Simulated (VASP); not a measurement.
# CdS (wurtzite) (P6_3mc) in VASP: notebook

Runs on CdS (wurtzite). Level: PBE. Tasks: single point, relaxation of cell and atoms.

All numbers are computed with VASP 6.6.1; they aren't measurements. Logs are shortened: lines on timing, memory, paths and dates and some standing lists are left out, and cuts for length are marked.

## 1. The cell of the first run

The structure is hexagonal, space group P6_3mc (No. 186). The conventional cell has a = 4.069 Å, b = 4.069 Å, c = 6.630 Å, α = 90.00°, β = 90.00°, γ = 120.00°. Cd (site symmetry 3m) has 4 S at 2.49 Å within 3.3 Å. S (site symmetry 3m) has 4 Cd at 2.49 Å within 3.3 Å.

## 2. Single point, PBE

File INCAR:

```
SYSTEM = CdS
PREC = Accurate
ENCUT = 520
EDIFF = 1E-7
ISMEAR = 0
SIGMA = 0.01
LREAL = .FALSE.
LASPH = .TRUE.
NELM = 100
ALGO = Normal
ISIF = 2
LWAVE = .FALSE.
LCHARG = .FALSE.
GGA = PE
NBANDS = 26
```

File KPOINTS:

```
Automatic mesh
0
G
  9 9 6
  0 0 0
```

File POSCAR:

```
CdS
1.0
    4.0686788423      0.0000000000      0.0000000000
   -2.0343394211      3.5235792372      0.0000000000
    0.0000000000      0.0000000000      6.6296668241
Cd S
2 2
Direct
    0.3333333333      0.6666666667      0.0004751241
    0.6666666667      0.3333333333      0.5004751241
    0.3333333333      0.6666666667      0.3765248759
    0.6666666667      0.3333333333      0.8765248759
```

Potentials or basis: VASP PAW PBE potentials, release 64 (Cd, S).

The run is started by

```sh
cat potpaw_PBE.64/Cd/POTCAR potpaw_PBE.64/S/POTCAR > POTCAR
mpirun -np 1 vasp_std > vasp.out
```

OUTCAR:

```text
SYSTEM = CdS
   PREC = Accurate
   ENCUT = 520
   EDIFF = 1E-7
   ISMEAR = 0
   LREAL = .FALSE.
   LASPH = .TRUE.
   NELM = 100
   ISIF = 2
   GGA = PE

 ion  position               nearest neighbor table
   1  0.333  0.667  0.000-   4 2.49   4 2.49   4 2.49   3 2.49
   2  0.667  0.333  0.500-   3 2.49   3 2.49   3 2.49   4 2.49
   3  0.333  0.667  0.377-   2 2.49   2 2.49   2 2.49   1 2.49
   4  0.667  0.333  0.877-   1 2.49   1 2.49   1 2.49   2 2.49

  LATTYP: Found a hexagonal cell.
 ALAT       =     4.0686788423
 C/A-ratio  =     1.6294396980

  Lattice vectors:

 A1 = (   4.0686788423,   0.0000000000,   0.0000000000)
 A2 = (  -2.0343394211,   3.5235792372,   0.0000000000)
 A3 = (   0.0000000000,   0.0000000000,   6.6296668241)

Analysis of symmetry for initial positions (statically):
=====================================================================
 Subroutine PRICEL returns:
 Original cell was already a primitive cell.

 Routine SETGRP: Setting up the symmetry group for a
 hexagonal supercell.

 Subroutine GETGRP returns: Found 12 space group operations
 (whereof  6 operations were pure point group operations)
 out of a pool of 24 trial point group operations.

The static configuration has the point symmetry C_3v.
 The point group associated with its full space group is C_6v.

Analysis of symmetry for dynamics (positions and initial velocities):
=====================================================================
 Subroutine PRICEL returns:
 Original cell was already a primitive cell.

 Routine SETGRP: Setting up the symmetry group for a
 hexagonal supercell.

 Subroutine GETGRP returns: Found 12 space group operations
 (whereof  6 operations were pure point group operations)
 out of a pool of 24 trial point group operations.

The dynamic configuration has the point symmetry C_3v.
 The point group associated with its full space group is C_6v.

 Subroutine INISYM returns: Found 12 space group operations
 (whereof  6 operations are pure point group operations),
 and found     1 'primitive' translations

----------------------------------------------------------------------------------------

                                     Primitive cell

  volume of cell :      95.0450

  direct lattice vectors                    reciprocal lattice vectors
     4.068678842  0.000000000  0.000000000     0.245780028  0.141901165  0.000000000
    -2.034339421  3.523579237  0.000000000     0.000000000  0.283802331  0.000000000
     0.000000000  0.000000000  6.629666824     0.000000000  0.000000000  0.150837143

  length of vectors
     4.068678842  4.068678842  6.629666824     0.283802331  0.283802331  0.150837143

  position of ions in fractional coordinates (direct lattice)
     0.333333333  0.666666667  0.000475124
     0.666666667  0.333333333  0.500475124
     0.333333333  0.666666667  0.376524876
     0.666666667  0.333333333  0.876524876

  ion indices of the primitive-cell ions
   primitive index   ion index
                 1           1
                 2           2
                 3           3
                 4           4

----------------------------------------------------------------------------------------

 KPOINTS: Automatic mesh

Automatic generation of k-mesh.
 Grid dimensions read from file:
 generate k-points for:    9    9    6

 Generating k-lattice:

  Cartesian coordinates                     Fractional coordinates (reciprocal lattice)
     0.027308892  0.015766796  0.000000000     0.111111111  0.000000000  0.000000000
     0.000000000  0.031533592  0.000000000     0.000000000  0.111111111  0.000000000
     0.000000000  0.000000000  0.025139524     0.000000000  0.000000000  0.166666667

  Length of vectors
     0.031533592  0.031533592  0.025139524

  Shift w.r.t. Gamma in fractional coordinates (k-lattice)
     0.000000000  0.000000000  0.000000000

 Subroutine IBZKPT returns following result:
 ===========================================

 Found     48 irreducible k-points:

 Following reciprocal coordinates:
            Coordinates               Weight
  0.000000  0.000000  0.000000      1.000000
  0.111111  0.000000  0.000000      6.000000
  0.222222 -0.000000  0.000000      6.000000
  0.333333  0.000000  0.000000      6.000000
  0.444444 -0.000000  0.000000      6.000000
  0.111111  0.111111  0.000000      6.000000
[... 16 lines left out ...]
  0.333333  0.222222  0.166667     24.000000
  0.333333  0.333333  0.166667      4.000000
 [... further k-points ...]
   k-points           NKPTS =     48   k-points in BZ     NKDIM =     48   number of bands    NBANDS=     26
   number of dos      NEDOS =    301   number of ions     NIONS =      4
   total plane-waves  NPLWV =  45000
   dimension x,y,z NGX =    30 NGY =   30 NGZ =   50
   dimension x,y,z NGXF=    60 NGYF=   60 NGZF=  100
   ions per type =               2   2
   NGX,Y,Z   is equivalent  to a cutoff of  12.26, 12.26, 12.54 a.u.
   NGXF,Y,Z  is equivalent  to a cutoff of  24.52, 24.52, 25.08 a.u.
 SYSTEM =  CdS
   PREC   = accura    normal or accurate (medium, high low for compatibility)
   ISTART =      0    job   : 0-new  1-cont  2-samecut
   ICHARG =      2    charge: 1-file 2-atom 10-const
   ISPIN  =      1    spin polarized calculation?
   LNONCOLLINEAR =      F non collinear calculations
   LSORBIT =      F    spin-orbit coupling
   LASPH  =      T    aspherical Exc in radial PAW
   ENCUT  =  520.0 eV  38.22 Ry    6.18 a.u.   7.57  7.57 12.33*2*pi/ulx,y,z
   NELM   =    100;   NELMIN=  2; NELMDL= -5     # of ELM steps
   EDIFF  = 0.1E-06   stopping-criterion for ELM
   LREAL  =      F    real-space projection
   EDIFFG = 0.1E-05   stopping-criterion for IOM
   NSW    =      0    number of steps for IOM
   IBRION =     -1    ionic relax: 0-MD 1-quasi-New 2-CG
   NFREE  =      0    steps in history (QN), initial steepest desc. (CG)
   ISIF   =      2    stress and relaxation
   ISYM   =      2    0-nonsym 1-usesym 2-fastsym
   POTIM  = 0.5000    time-step for ionic-motion
   TEBEG  =    0.0;   TEEND  =   0.0 temperature during run
   PSTRESS=    0.0 pullay stress
   NELECT =      36.0000    total number of electrons
   NUPDOWN=      -1.0000    fix difference up-down
   EMIN   =  10.00;   EMAX   =-10.00  energy-range for DOS
   EFERMI =   0.00;   METHOD = LEGACY
   ISMEAR =     0;   SIGMA  =   0.01  broadening in eV -4-tet -1-fermi 0-gaus
   EFERMI_NEDOS =   21; number of points for ismear=-14 and -15
   IALGO  =     38    algorithm
   IMIX   =      4    mixing-type and parameters
     AMIX     =   0.40;   BMIX     =  1.00
     AMIX_MAG =   1.60;   BMIX_MAG =  1.00
  volume/ion in A,a.u.               =      23.76       160.35
  Fermi-wavevector in a.u.,A,eV,Ry     =   1.184493  2.238368 19.089306  1.403024
  Thomas-Fermi vector in A             =   2.320706
   LORBIT       =      0    0 simple, 1 ext, 2 COOP (PROOUT), +10 PAW based schemes
   GGA     = PE    functional components
   LHFCALC =     F    Hartree Fock is set to
   AEXX    =    0.0000 exact exchange contribution
   IVDW    =     0    specifies the selected vdW correction
   LEPSILON=     F    determine dielectric tensor
   LRPA    =     F    only Hartree local field effects (RPA)
 non-spin polarized calculation
 Gauss-broadening in eV      SIGMA  =   0.01
  energy-cutoff  :      520.00
  volume of cell :       95.04
 maximum number of plane-waves:      2591
   NGX = 15   NGY = 15   NGZ = 25

 number of electron      36.0000026 magnetization

 Free energy of the ion-electron system (eV)
  ---------------------------------------------------
  ext. energy  EPLUGINS =         0.00000000
  ---------------------------------------------------
  free energy    TOTEN  =       -12.12137032 eV

  energy without entropy =      -12.12137032  energy(sigma->0) =      -12.12137032

 E-fermi :   1.7741     XC(G=0):  -9.3478

 val. band max:        1.6953700276   @ k =   0.0000   0.0000   0.0000
 cond. band min:       3.0211800776   @ k =   0.0000   0.0000   0.0000
 fundamental gap:      1.3258100499
 Fermi energy:         1.7741485254

 k-point     1 :       0.0000    0.0000    0.0000
  band No.  band energies     occupation
      1     -10.9563      2.00000
      2     -10.4824      2.00000
      3      -6.1836      2.00000
      4      -6.1735      2.00000
      5      -6.1735      2.00000
      6      -6.0783      2.00000
[... 18 lines left out ...]
     25       9.3183      0.00000
     26       9.5618      0.00000

 k-point     2 :       0.1111    0.0000    0.0000
  band No.  band energies     occupation
      1     -10.9079      2.00000
      2     -10.4610      2.00000
      3      -6.1686      2.00000
      4      -6.1531      2.00000
      5      -6.1394      2.00000
      6      -6.0559      2.00000
[... 18 lines left out ...]
     25       9.4172      0.00000
     26       9.6025      0.00000

 k-point     3 :       0.2222   -0.0000    0.0000
  band No.  band energies     occupation
      1     -10.7811      2.00000
      2     -10.4102      2.00000
      3      -6.1251      2.00000
      4      -6.1069      2.00000
      5      -6.0450      2.00000
      6      -5.9783      2.00000
[... 18 lines left out ...]
     25       9.5790      0.00000
     26      10.2901      0.00000

 k-point     4 :       0.3333    0.0000    0.0000
  band No.  band energies     occupation
      1     -10.6260      2.00000
      2     -10.3624      2.00000
      3      -6.0884      2.00000
      4      -6.0670      2.00000
      5      -5.9367      2.00000
      6      -5.8927      2.00000
[... 18 lines left out ...]
     25      10.0538      0.00000
     26      10.7089      0.00000

 k-point     5 :       0.4444   -0.0000    0.0000
  band No.  band energies     occupation
      1     -10.5108      2.00000
      2     -10.3450      2.00000
      3      -6.0739      2.00000
      4      -6.0495      2.00000
      5      -5.8615      2.00000
      6      -5.8405      2.00000
[... 18 lines left out ...]
     25      10.1685      0.00000
     26      11.8685      0.00000

 k-point     6 :       0.1111    0.1111    0.0000
  band No.  band energies     occupation
      1     -10.8203      2.00000
      2     -10.4250      2.00000
      3      -6.1346      2.00000
      4      -6.1229      2.00000
      5      -6.0736      2.00000
      6      -6.0170      2.00000
[... 427 lines left out ...]
 k-point    21 :       0.4444    0.1111    0.1667
  band No.  band energies     occupation
      1     -10.4643      2.00000
      2     -10.3515      2.00000
      3      -6.0649      2.00000
      4      -6.0322      2.00000
      5      -5.8783      2.00000
      6      -5.8463      2.00000
[... 18 lines left out ...]
     25      10.1677      0.00000
     26      11.8333      0.00000

 k-point    22 :       0.2222    0.2222    0.1667
  band No.  band energies     occupation
      1     -10.5356      2.00000
      2     -10.3596      2.00000
      3      -6.0751      2.00000
      4      -6.0255      2.00000
      5      -5.9131      2.00000
      6      -5.8884      2.00000
[... 18 lines left out ...]
     25       9.7600      0.00000
     26      10.9674      0.00000

 k-point    23 :       0.3333    0.2222    0.1667
  band No.  band energies     occupation
      1     -10.4415      2.00000
      2     -10.3536      2.00000
      3      -6.0781      2.00000
      4      -5.9851      2.00000
      5      -5.8884      2.00000
      6      -5.8460      2.00000
[... 18 lines left out ...]
     25      10.4223      0.00000
     26      11.2468      0.00000

 k-point    24 :       0.3333    0.3333    0.1667
  band No.  band energies     occupation
      1     -10.3807      2.00000
      2     -10.3807      2.00000
      3      -6.0861      2.00000
      4      -5.9205      2.00000
      5      -5.9205      2.00000
      6      -5.8347      2.00000
[... 18 lines left out ...]
     25      11.1103      0.00000
     26      11.1289      0.00000

 [... further k-points ...]
[... 5 lines left out ...]
  --------------------------------------------------------------------------------------
  -------------------------------------------------------------------------------------
  Total        3.8228189      3.8228189      3.8242495      0.0000000     -0.0000000      0.0000000
  in kB       64.4414276     64.4414276     64.4655434      0.0000000     -0.0000000      0.0000000
  external PRESSURE =      64.4494662 kB  Pullay stress =       0.0000000 kB

 VOLUME and BASIS-vectors are now :
 -----------------------------------------------------------------------------
  energy-cutoff  :      520.00
  volume of cell :       95.04
      direct lattice vectors                 reciprocal lattice vectors
     4.068678842  0.000000000  0.000000000     0.245780028  0.141901165  0.000000000
    -2.034339421  3.523579237  0.000000000     0.000000000  0.283802331  0.000000000
     0.000000000  0.000000000  6.629666824     0.000000000  0.000000000  0.150837143

 POSITION                                       TOTAL-FORCE (eV/Angst)
 -----------------------------------------------------------------------------------
     -0.00000      2.34905      0.00315        -0.000000      0.000000      0.001475
      2.03434      1.17453      3.31798         0.000000     -0.000000      0.001475
     -0.00000      2.34905      2.49623         0.000000      0.000000     -0.001475
      2.03434      1.17453      5.81107        -0.000000     -0.000000     -0.001475
 -----------------------------------------------------------------------------------
    total drift:                                0.000000      0.000000      0.000404

  FREE ENERGIE OF THE ION-ELECTRON SYSTEM (eV)
  ---------------------------------------------------
  free  energy   TOTEN  =       -12.1213703161 eV

  energy  without entropy=      -12.1213703161  energy(sigma->0) =      -12.12137032
```

Wall time 4.3 min (1 thread of AMD EPYC 7R13, shared host); peak memory 0.22 GiB.

Results:

| Quantity | Value |
| --- | --- |
| Free energy | -12.1214 eV |
| Pressure | 6.4 GPa |
| Band gap on the k mesh | 1.33 eV, direct |

## 3. Relaxation of cell and atoms, PBE, target pressure 6 GPa, at which the enthalpy is minimised

This run uses another cell than the first one, of 24.24 Å³/atom, 1.020 times its volume.

File INCAR:

```
SYSTEM = CdS
ALGO = Normal
EDIFF = 1E-7
EDIFFG = -0.001
ENCUT = 600
GGA = PE
IBRION = 2
ISIF = 3
ISMEAR = 0
LASPH = .True.
LCHARG = .False.
LREAL = .False.
LWAVE = .False.
NELM = 100
NSW = 80
PREC = Accurate
PSTRESS = 60.0
SIGMA = 0.01
```

File KPOINTS:

```
k-points
0
Gamma
  9 9 6
  0 0 0
```

File POSCAR:

```
CdS
1.0
    4.1000000000      0.0000000000      0.0000000000
   -2.0500000000      3.5507041555      0.0000000000
    0.0000000000      0.0000000000      6.6600000000
Cd S
2 2
Direct
    0.3333333333      0.6666666667      0.0000000000
    0.6666666667      0.3333333333      0.5000000000
    0.3333333333      0.6666666667      0.3770000000
    0.6666666667      0.3333333333      0.8770000000
```

Potentials or basis: VASP PAW PBE potentials, release 64 (Cd, S).

The run is started by

```sh
cat potpaw_PBE.64/Cd/POTCAR potpaw_PBE.64/S/POTCAR > POTCAR
mpirun -np 1 vasp_std > vasp.out
```

It took 26 min on 1 thread of AMD EPYC 7R13, shared host; peak memory 0.3 GiB.

Results (log left out):

| Property | Result |
| --- | --- |
| Free energy | -12.1402 eV |
| Relaxed volume | 23.88 Å³/atom |
| Relaxed cell | a = 4.075 Å, b = 4.075 Å, c = 6.642 Å, α = 90.00°, β = 90.00°, γ = 120.00° |
| Space group after relaxing (to 0.05 Å) | P6_3mc (No. 186) |
| Energy change on relaxing (the enthalpy is what falls) | +12.1 meV/atom |
| Ionic steps | 10 |
| Pressure after relaxing | 6.0 GPa |
| Band gap on the k mesh | 1.31 eV, direct |

Step by step:
```tsv
step	energy change (eV)	largest force (eV/Å)	pressure (GPa)	volume (Å³)
1	0.0000	0.0050	4.86	96.96
2	0.0874	0.0102	6.84	94.55
3	0.0486	0.0079	6.00	95.52
4	0.0475	0.0078	5.98	95.55
5	0.0475	0.0072	5.98	95.55
6	0.0476	0.0052	5.98	95.54
7	0.0477	0.0013	5.99	95.54
8	0.0477	0.0016	5.98	95.54
9	0.0506	0.0040	6.05	95.46
10	0.0485	0.0001	6.00	95.52
```

Final structure:
```
CELL_PARAMETERS angstrom
4.07509 0.00000 0.00000
-2.03755 3.52913 0.00000
0.00000 0.00000 6.64172
ATOMIC_POSITIONS crystal
Cd 0.33333 0.66667 0.00052
Cd 0.66667 0.33333 0.50052
S 0.33333 0.66667 0.37648
S 0.66667 0.33333 0.87648
```

Levels at points of the mesh, in eV from the valence-band top:
```tsv
k point	band 16	band 17	band 18	band 19	band 20	band 21
(0.00, 0.00, 0.00)	-0.06	0.00	0.00	1.31	2.86	6.48
(0.00, 0.00, 0.50)	-0.42	-0.42	-0.42	2.95	2.95	6.23
```

Caveat: the cell is relaxed towards a set pressure, so the enthalpy falls and the energy may rise. PBE gaps usually lie below the measured ones, often by a third to a half.
